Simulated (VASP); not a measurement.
# Ge2Sb2Te5 (P-3m1) in VASP: single point with PBE+D3(BJ)

Aim: the single point of Ge2Sb2Te5 with PBE+D3(BJ).

Program: VASP 6.6.1. These are calculated values, not measurements. Logs are shortened: lines on timing, memory, paths and dates and some standing lists are left out, and cuts for length are marked.

**1. The cell of the first run**

Symmetry: P-3m1, No. 164, trigonal system. The conventional cell has a = 4.194 Å, b = 4.194 Å, c = 17.787 Å, α = 90.00°, β = 90.00°, γ = 120.00°. Ge (site symmetry 3m) has 3 Te at 2.82 Å and 3 Ge at 3.15 Å within 3.7 Å. Sb (site symmetry 3m) has 6 Te at 2.98 to 3.14 Å within 3.9 Å. Te (site symmetry -3m) has 6 Sb at 3.14 Å and 6 Te at 4.19 Å within 4.2 Å. Te (site symmetry 3m) has 3 Sb at 2.98 Å and 3 Te at 3.63 Å within 3.9 Å. Within 3.7 Å of Te (site symmetry 3m) lie 3 Ge at 2.82 Å and 3 Te at 3.63 Å.

**2. Single point, PBE+D3(BJ)**

INCAR

```
SYSTEM = Ge2Sb2Te5
  PREC = Accurate
  ENCUT = 520
  EDIFF = 1E-6
  ISMEAR = 0
  SIGMA = 0.05
  LREAL = .FALSE.
  LASPH = .TRUE.
  NELM = 80
  ALGO = Normal
  ISIF = 2
  LWAVE = .FALSE.
  LCHARG = .FALSE.
  GGA = PE
  IVDW = 12
  NBANDS = 44
```

KPOINTS

```
Automatic mesh
0
G
  10 10 2
  0 0 0
```

POSCAR

```
Ge2Sb2Te5
1.0
    4.1938367911      0.0000000000      0.0000000000
   -2.0969183955      3.6319692004      0.0000000000
    0.0000000000      0.0000000000     17.7871256588
Ge Sb Te
2 2 5
Direct
    0.3333333333      0.6666666667      0.4432592613
    0.6666666667      0.3333333333      0.5567407387
    0.3333333333      0.6666666667      0.1120931408
    0.6666666667      0.3333333333      0.8879068592
    0.0000000000      0.0000000000      0.0000000000
    0.3333333333      0.6666666667      0.7900866460
    0.6666666667      0.3333333333      0.2099133540
    0.0000000000      0.0000000000      0.3622484120
    0.0000000000      0.0000000000      0.6377515880
```

Potentials or basis: VASP PAW PBE potentials, release 64 (Ge_d, Sb, Te).

Launch:

```console
> cat potpaw_PBE.64/Ge_d/POTCAR potpaw_PBE.64/Sb/POTCAR potpaw_PBE.64/Te/POTCAR > POTCAR
> mpirun -np 1 vasp_std > vasp.out
```

OUTCAR:

```text
SYSTEM = Ge2Sb2Te5
   PREC = Accurate
   ENCUT = 520
   EDIFF = 1E-6
   ISMEAR = 0
   LREAL = .FALSE.
   LASPH = .TRUE.
   NELM = 80
   ISIF = 2
   GGA = PE
   IVDW = 12
 IVDW          = 12

 ion  position               nearest neighbor table
   1  0.333  0.667  0.443-   8 2.82   8 2.82   8 2.82
   2  0.667  0.333  0.557-   9 2.82   9 2.82   9 2.82
   3  0.333  0.667  0.112-   7 2.98   7 2.98   7 2.98   5 3.14   5 3.14   5 3.14
   4  0.667  0.333  0.888-   6 2.98   6 2.98   6 2.98   5 3.14   5 3.14   5 3.14
   5  0.000  0.000  0.000-   3 3.14   4 3.14   3 3.14   4 3.14   4 3.14   3 3.14
   6  0.333  0.667  0.790-   4 2.98   4 2.98   4 2.98   9 3.63   9 3.63   9 3.63
   7  0.667  0.333  0.210-   3 2.98   3 2.98   3 2.98   8 3.63   8 3.63   8 3.63
   8  0.000  0.000  0.362-   1 2.82   1 2.82   1 2.82   7 3.63   7 3.63   7 3.63
   9  0.000  0.000  0.638-   2 2.82   2 2.82   2 2.82   6 3.63   6 3.63   6 3.63

  LATTYP: Found a hexagonal cell.
 ALAT       =     4.1938367911
 C/A-ratio  =     4.2412536646

  Lattice vectors:

 A1 = (   4.1938367911,   0.0000000000,   0.0000000000)
 A2 = (  -2.0969183955,   3.6319692004,   0.0000000000)
 A3 = (   0.0000000000,   0.0000000000,  17.7871256588)

Analysis of symmetry for initial positions (statically):
=====================================================================
 Subroutine PRICEL returns:
 Original cell was already a primitive cell.

 Routine SETGRP: Setting up the symmetry group for a
 hexagonal supercell.

 Subroutine GETGRP returns: Found 12 space group operations
 (whereof 12 operations were pure point group operations)
 out of a pool of 24 trial point group operations.

The static configuration has the point symmetry D_3d.

Analysis of symmetry for dynamics (positions and initial velocities):
=====================================================================
 Subroutine PRICEL returns:
 Original cell was already a primitive cell.

 Routine SETGRP: Setting up the symmetry group for a
 hexagonal supercell.

 Subroutine GETGRP returns: Found 12 space group operations
 (whereof 12 operations were pure point group operations)
 out of a pool of 24 trial point group operations.

The dynamic configuration has the point symmetry D_3d.

 Subroutine INISYM returns: Found 12 space group operations
 (whereof 12 operations are pure point group operations),
 and found     1 'primitive' translations

----------------------------------------------------------------------------------------

                                     Primitive cell

  volume of cell :     270.9315

[... 112 lines left out ...]
   PSTRESS=    0.0 pullay stress
   NELECT =      68.0000    total number of electrons
   NUPDOWN=      -1.0000    fix difference up-down
   EMIN   =  10.00;   EMAX   =-10.00  energy-range for DOS
   EFERMI =   0.00;   METHOD = LEGACY
   ISMEAR =     0;   SIGMA  =   0.05  broadening in eV -4-tet -1-fermi 0-gaus
   EFERMI_NEDOS =   21; number of points for ismear=-14 and -15
   IALGO  =     38    algorithm
   IMIX   =      4    mixing-type and parameters
     AMIX     =   0.40;   BMIX     =  1.00
     AMIX_MAG =   1.60;   BMIX_MAG =  1.00
  volume/ion in A,a.u.               =      30.10       203.15
  Fermi-wavevector in a.u.,A,eV,Ry     =   1.032661  1.951447 14.509114  1.066390
  Thomas-Fermi vector in A             =   2.166870
   LORBIT       =      0    0 simple, 1 ext, 2 COOP (PROOUT), +10 PAW based schemes
   GGA     = PE    functional components
   LHFCALC =     F    Hartree Fock is set to
   AEXX    =    0.0000 exact exchange contribution
   IVDW    =    12    specifies the selected vdW correction
   LEPSILON=     F    determine dielectric tensor
   LRPA    =     F    only Hartree local field effects (RPA)
 non-spin polarized calculation
 Gauss-broadening in eV      SIGMA  =   0.05
  energy-cutoff  :      520.00
  volume of cell :      270.93
 maximum number of plane-waves:      7314
 NGX is ok and might be reduce to    32
   NGX = 15   NGY = 15   NGZ = 67

 number of electron      67.9999992 magnetization

 Free energy of the ion-electron system (eV)
  ---------------------------------------------------
  ext. energy  EPLUGINS =         0.00000000
  ---------------------------------------------------
  free energy    TOTEN  =       -33.75652173 eV

  energy without entropy =      -33.75646050  energy(sigma->0) =      -33.75649111

 E-fermi :   6.4349     XC(G=0):  -9.4408

 val. band max:        6.3640367499   @ k =   0.0000   0.0000   0.0000
 cond. band min:       6.5175029419   @ k =   0.5000   0.0000   0.5000
 fundamental gap:      0.1534661920
 Fermi energy:         6.4349194222

 k-point     1 :       0.0000    0.0000    0.0000
  band No.  band energies     occupation
      1     -18.6014      2.00000
      2     -18.6014      2.00000
      3     -18.5883      2.00000
      4     -18.5883      2.00000
      5     -18.5680      2.00000
      6     -18.5671      2.00000
[... 1117 lines left out ...]
     43       9.5908      0.00000
     44       9.8333      0.00000

 [... further k-points ...]

------------------------ aborting loop because EDIFF is reached ----------------------------------------

 Edisp (eV)   -3.87178

 E8    (eV) :    -1.7775

  FORCE on cell =-STRESS in cart. coord.  units (eV):
  Direction    XX          YY          ZZ          XY          YZ          ZX
  --------------------------------------------------------------------------------------
  -------------------------------------------------------------------------------------
  Total      -0.00065    -0.00065     0.02535    -0.00000     0.00000    -0.00000
  in kB      -0.00385    -0.00385     0.14994    -0.00000     0.00000    -0.00000
  external pressure =        0.05 kB  Pullay stress =        0.00 kB

 VOLUME and BASIS-vectors are now :
 -----------------------------------------------------------------------------
  energy-cutoff  :      520.00
  volume of cell :      270.93
      direct lattice vectors                 reciprocal lattice vectors
     4.193836791  0.000000000  0.000000000     0.238445140  0.137666366  0.000000000
    -2.096918395  3.631969200  0.000000000     0.000000000  0.275332731  0.000000000
     0.000000000  0.000000000 17.787125659     0.000000000  0.000000000  0.056220438

 POSITION                                       TOTAL-FORCE (eV/Angst)
 -----------------------------------------------------------------------------------
     -0.00000      2.42131      7.88431        -0.000000      0.000000      0.013869
      2.09692      1.21066      9.90282        -0.000000     -0.000000     -0.013869
     -0.00000      2.42131      1.99381         0.000000     -0.000000     -0.027832
      2.09692      1.21066     15.79331         0.000000      0.000000      0.027832
      0.00000      0.00000      0.00000         0.000000      0.000000      0.000000
     -0.00000      2.42131     14.05337         0.000000      0.000000     -0.023638
      2.09692      1.21066      3.73376         0.000000     -0.000000      0.023638
      0.00000      0.00000      6.44336         0.000000      0.000000     -0.018160
      0.00000      0.00000     11.34377         0.000000     -0.000000      0.018160
 -----------------------------------------------------------------------------------
    total drift:                               -0.000000      0.000000      0.000000

  FREE ENERGIE OF THE ION-ELECTRON SYSTEM (eV)
  ---------------------------------------------------
  free  energy   TOTEN  =       -37.6282976990 eV

  energy  without entropy=      -37.6282364690  energy(sigma->0) =      -37.62826708
```

OSZICAR:

```text
N       E                     dE             d eps       ncg     rms          rms(c)
DAV:   1     0.613177708520E+03    0.61318E+03   -0.27227E+04  3020   0.205E+03
DAV:   2     0.660779047304E+02   -0.54710E+03   -0.52508E+03  2680   0.592E+02
DAV:   3    -0.274049317668E+02   -0.93483E+02   -0.90387E+02  2964   0.153E+02
DAV:   4    -0.336765315415E+02   -0.62716E+01   -0.61929E+01  2960   0.466E+01
DAV:   5    -0.339028535881E+02   -0.22632E+00   -0.22540E+00  3452   0.902E+00    0.122E+01
DAV:   6    -0.337608457839E+02    0.14201E+00   -0.39049E-01  3236   0.301E+00    0.792E+00
DAV:   7    -0.338045534017E+02   -0.43708E-01   -0.50029E-01  3060   0.363E+00    0.156E+00
DAV:   8    -0.337576439438E+02    0.46909E-01   -0.20722E-01  2980   0.231E+00    0.633E-01
DAV:   9    -0.337571805927E+02    0.46335E-03   -0.33279E-02  2888   0.690E-01    0.558E-01
DAV:  10    -0.337568516170E+02    0.32898E-03   -0.27831E-03  3040   0.205E-01    0.455E-01
DAV:  11    -0.337565553522E+02    0.29626E-03   -0.94923E-04  2908   0.134E-01    0.231E-01
DAV:  12    -0.337565158222E+02    0.39530E-04   -0.98819E-04  2836   0.106E-01    0.885E-02
DAV:  13    -0.337565153415E+02    0.48079E-06   -0.22074E-04  2700   0.574E-02    0.318E-02
DAV:  14    -0.337565179216E+02   -0.25801E-05   -0.14572E-05  2916   0.184E-02    0.185E-02
DAV:  15    -0.337565213923E+02   -0.34707E-05   -0.49932E-06  2504   0.880E-03    0.139E-02
DAV:  16    -0.337565217255E+02   -0.33318E-06   -0.13889E-06  1744   0.672E-03
   1 F= -.37628298E+02 E0= -.37628267E+02  d E =-.612300E-04
```

Run time: 12 min. Hardware: 1 thread of Oxide Virtual Turin-like, shared host; peak memory 0.53 GiB.

What came out:

```yaml
Free_energy: -37.6283 eV
Pressure: 0.0 GPa
Largest_force: 0.028 eV/Å
Band_gap_on_the_k_mesh: 0.15 eV (least direct gap 0.46 eV)
Dispersion_energy_per_atom: -0.430 eV
```

Forces in eV/Å, atoms in the order of the input:
```
Ge   0.000  0.000  0.014
Ge   0.000  0.000 -0.014
Sb   0.000  0.000 -0.028
Sb   0.000  0.000  0.028
Te   0.000  0.000  0.000
Te   0.000  0.000 -0.024
Te   0.000  0.000  0.024
Te   0.000  0.000 -0.018
Te   0.000  0.000  0.018
```

Caveat: semilocal functionals underestimate gaps, and a narrow one can read as zero; spin-orbit coupling is left out, which moves the levels of the heavy elements. A k mesh can miss the band edges.
